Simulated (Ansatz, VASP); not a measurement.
## Ge in VASP and in Ansatz

The input INCAR:

```
PREC     = Accurate       # precision mode
ENCUT    = 520            # plane-wave cutoff, eV
EDIFF    = 1E-6           # SCF threshold, eV
ISMEAR   = -1             # smearing method
SIGMA    = 0.1            # smearing width, eV
LREAL    = F              # projectors in reciprocal space
LASPH    = T              # aspherical terms in the spheres
NELM     = 100            # most SCF steps
ALGO     = Normal         # electronic algorithm
ISIF     = 2              # what is computed and relaxed
LWAVE    = F              # write WAVECAR
LCHARG   = T              # write CHGCAR
GGA      = PS             # functional
LELF     = T              # ELF
LVHAR    = T            
NBANDS   = 21             # bands
```

The input KPOINTS:

```
Automatic mesh
0
Gamma
  14 14 8
```

File POSCAR:

```
Ge
1.0
    2.9693419903      0.0000000000      0.0000000000
   -1.4846709952      2.5715255961      0.0000000000
    0.0000000000      0.0000000000      4.6144334763
Ge
2
Direct
    0.3333333333      0.6666666667      0.2500000000
    0.6666666667      0.3333333333      0.7500000000
```

Input for Ansatz:

```yaml
crystal:
  lattice:
    - [2.9693419903, 0.0, 0.0]
    - [-1.4846709952, 2.5715255961, 0.0]
    - [0.0, 0.0, 4.6144334763]
  atoms:
    - { symbol: Ge, position: [0.3333333333, 0.6666666667, 0.25] }
    - { symbol: Ge, position: [0.6666666667, 0.3333333333, 0.75] }
hamiltonian:
  xc: pbesol
  pseudopotentials:
    kind: paw
    azcp:
      Ge: "pseudopotentials/Ge.paw.azcp"
basis:
  ecutwfc: 420
  fft_grid_basis: typed
kpoints:
  mp_grid: { grid: [14, 14, 8], shift: [0, 0, 0] }
magnetization:
  spin_polarized: false
scf:
  occupations: { method: fermi_dirac, width: 0.1 }
  lower_state_search: "off"
output:
  stress: true
```

Alike in both runs: task single point; functional PBEsol; k mesh 14 × 14 × 8; occupations fermi-dirac, width 0.1 eV; no spin polarisation.

|  | VASP | Ansatz |
| --- | --- | --- |
| version | VASP 6.6.1 | Ansatz 0.2.0 |
| potentials or method | VASP PAW PBE potentials, release 64 (Ge_d), cutoff 520 eV | plane waves (420 eV) with PAW, scalar-relativistic |
| valence electrons in the cell | 28 | 28 |

|  | VASP | Ansatz | Ansatz less VASP |
| --- | --- | --- | --- |
| pressure (GPa) | 3.5 | 3.5 | -0.09 |
| traceless stress, the component that is largest in VASP (GPa) | 1.81 | 1.81 | -0.005 |

VASP's potentials were made for PBE, not for PBEsol, and Ansatz warns of the same on its side.
